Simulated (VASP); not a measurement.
Wanted: the native input for a VASP 6.6.1 run.

```yaml
Task: single point
Functional: PBE
Potentials_or_basis: VASP PAW PBE potentials, release 64 (Ca_sv, O)
Cutoff: 600 eV
k_mesh: 4 × 4 × 4
Occupations: gaussian, width 0.1 eV
Spin: no spin polarisation
Dipole_correction: no
Further_INCAR_settings: ALGO = Normal; EDIFF = 1e-06; NBANDS = 15
```

The structure of CaO lies in POSCAR:

```
CaO
1.0
    0.0000000000      2.4351850560      2.4351850560
    2.4351850560      0.0000000000      2.4351850560
    2.4351850560      2.4351850560      0.0000000000
Ca O
1 1
Direct
    0.0000000000      0.0000000000      0.0000000000
    0.5000000000      0.5000000000      0.5000000000
```

These files were run (other wordings do the same):

INCAR

```
SYSTEM = CaO
PREC = Accurate ; ENCUT = 600
EDIFF = 1E-6 ; ISMEAR = 0
SIGMA = 0.1 ; LREAL = .False.
LASPH = .True. ; NELM = 120
ALGO = Normal ; ISIF = 2
LWAVE = .False. ; LCHARG = .True.
GGA = PE ; LELF = .True.
LVHAR = .True. ; NBANDS = 15
GGA_COMPAT = .False.
```

KPOINTS

```
regular mesh
0
Gamma
  4 4 4
  0 0 0
```

Potentials or basis: VASP PAW PBE potentials, release 64 (Ca_sv, O).

Launch:

```console
$ cat potpaw_PBE.64/Ca_sv/POTCAR potpaw_PBE.64/O/POTCAR > POTCAR
$ mpirun -np 1 vasp_std > vasp.out
```

It gave:

```
Pressure               : -2.0 GPa
Band gap on the k mesh : 3.64 eV (least direct gap 4.02 eV)
```

Caveat: the k points lie up to 0.56 Å⁻¹ apart.

Run time: 6.4 s on 1 thread of Intel(R) Xeon(R) Platinum 8375C CPU @ 2.90GHz (Ice Lake), with other jobs on the host, peak memory 0.15 GiB.
